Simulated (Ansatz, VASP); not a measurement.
# Al2Pt: VASP beside Ansatz

INCAR

```
SYSTEM = Al2Pt
PREC = Accurate ; ENCUT = 520
EDIFF = 1E-6 ; ISMEAR = 0
SIGMA = 0.1 ; LREAL = .FALSE.
LASPH = .TRUE. ; NELM = 60
ALGO = Fast ; ISIF = 2
LWAVE = .FALSE. ; LCHARG = .FALSE.
GGA = PE ; NBANDS = 15
```

Contents of KPOINTS:

```
Automatic mesh
0
G
  12 12 12
  0 0 0
```

POSCAR

```
Al2Pt
1.0
    0.0000000000      2.7334636500      2.9994136500
    2.9994136500      0.0000000000      2.9994136500
    2.9994136500      2.7334636500      0.0000000000
Al Pt
2 1
Direct
    0.2428212510      0.2571787490      0.2428212510
    0.7428212510      0.7571787490      0.7428212510
    0.0143574981     -0.0143574981      0.0143574981
```

Input for Ansatz:

```yaml
crystal:
  lattice:
    - [0.0, 2.73346365, 2.99941365]
    - [2.99941365, 0.0, 2.99941365]
    - [2.99941365, 2.73346365, 0.0]
  atoms:
    - { symbol: Al, position: [0.242821251, 0.257178749, 0.242821251] }
    - { symbol: Al, position: [0.742821251, 0.757178749, 0.742821251] }
    - { symbol: Pt, position: [0.0143574981, -0.0143574981, 0.0143574981] }
basis:
  ecutwfc: 420
kpoints:
  mp_grid: { grid: [12, 12, 12] }
hamiltonian:
  xc: pbe
scf:
  occupations: { method: gaussian, width: 0.1 }
output:
  forces: true
  stress: true
  eigenvalues: true
```

Alike in both runs: task single point; functional PBE; k mesh 12 × 12 × 12; occupations gaussian, width 0.1 eV; no spin polarisation.

```csv
,VASP,Ansatz
version,VASP 6.6.1,Ansatz 0.2.0
potentials or method,"VASP PAW PBE potentials, release 64 (Al, Pt), cutoff 520 eV","scalar-relativistic, plane waves, PAW"
valence electrons in the cell,16,24
```

Ansatz gave:

| Property | Result |
| --- | --- |
| gap on the k mesh at the Fermi level (eV) | none |
| pressure (GPa) | 10.7 |
| traceless stress, the component that is largest in VASP (GPa) | 4.77 |
| rms of the force components (eV/Å) | 0.481 |

Which values does VASP return?

gap on the k mesh at the Fermi level (eV): none; pressure (GPa): 10.6; traceless stress, the component that is largest in VASP (GPa): 4.78; rms of the force components (eV/Å): 0.482.

Atom by atom the forces differ by 0.001 eV/Å (rms over components). A gap of «none» marks a metal or a gap that the smearing closes. The functional is the same, so the differences come from potentials, cutoffs and numerics. VASP's potentials hold 16 valence electrons a cell and Ansatz's 24, so a difference there can come from the potentials and not from the codes.

Neither program's run includes spin-orbit coupling.
